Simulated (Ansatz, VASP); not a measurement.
Ti2Al: VASP beside Ansatz

```
CELL_PARAMETERS angstrom
0.00000 3.09130 3.09130
3.09130 0.00000 3.09130
3.09130 3.09130 0.00000
ATOMIC_POSITIONS crystal
Ti 0.25000 0.25000 0.25000
Ti 0.75000 0.75000 0.75000
Al 0.00000 0.00000 0.00000
```

Change from the starting cell: species swapped into the Mg2Ge type (Fm-3m, No. 225).

Alike in both runs: functional PBE; k mesh 6 × 6 × 6; occupations gaussian, width 0.1 eV; no spin polarisation.

Ansatz relaxed the structure, and its values are those at the end. VASP's run is a single point on that final structure, the one shown.

```csv
,VASP,Ansatz
version,VASP 6.6.1,Ansatz 0.2.0
potentials or method,"VASP PAW PBE potentials, release 64 (Ti_sv, Al), cutoff 520 eV","scalar-relativistic, plane waves, PAW"
valence electrons in the cell,27,27
```

```tsv
	VASP	Ansatz	Ansatz less VASP
gap on the k mesh at the Fermi level (eV)	none	none	-
pressure (GPa)	-0.1	-0.1	+0.02
```

A gap of «none» marks a metal or a gap that the smearing closes.
